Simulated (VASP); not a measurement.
A run of VASP 6.6.1 is set up as follows.

The input INCAR:

```
PREC = Accurate ; ENCUT = 500
EDIFF = 1E-6 ; ISMEAR = -1
SIGMA = 0.1 ; LREAL = False
LASPH = True ; NELM = 120
ALGO = Normal ; ISIF = 2
LWAVE = False ; LCHARG = False
GGA = PE ; NBANDS = 19
GGA_COMPAT = False
```

KPOINTS

```
Automatic mesh
0
Gamma
  5 5 5
```

Contents of POSCAR:

```
Zr
1.0
    0.0000000000      3.1443159546      3.1443159546
    3.1443159546      0.0000000000      3.1443159546
    3.1443159546      3.1443159546      0.0000000000
Zr
2
Direct
    0.1250000000      0.1250000000      0.1250000000
    0.8750000000      0.8750000000      0.8750000000
```

Potentials or basis: VASP PAW PBE potentials, release 64 (Zr_sv).

Run with:

```console
$ cat potpaw_PBE.64/Zr_sv/POTCAR > POTCAR
$ mpirun -np 1 vasp_std > vasp.out
```

(1) Estimate the band gap on the k mesh.

(2) Predict the pressure.

## Answers

(1) zero (bands 12 and 13 overlap by 0.09 eV).

(2) 0.0 GPa.
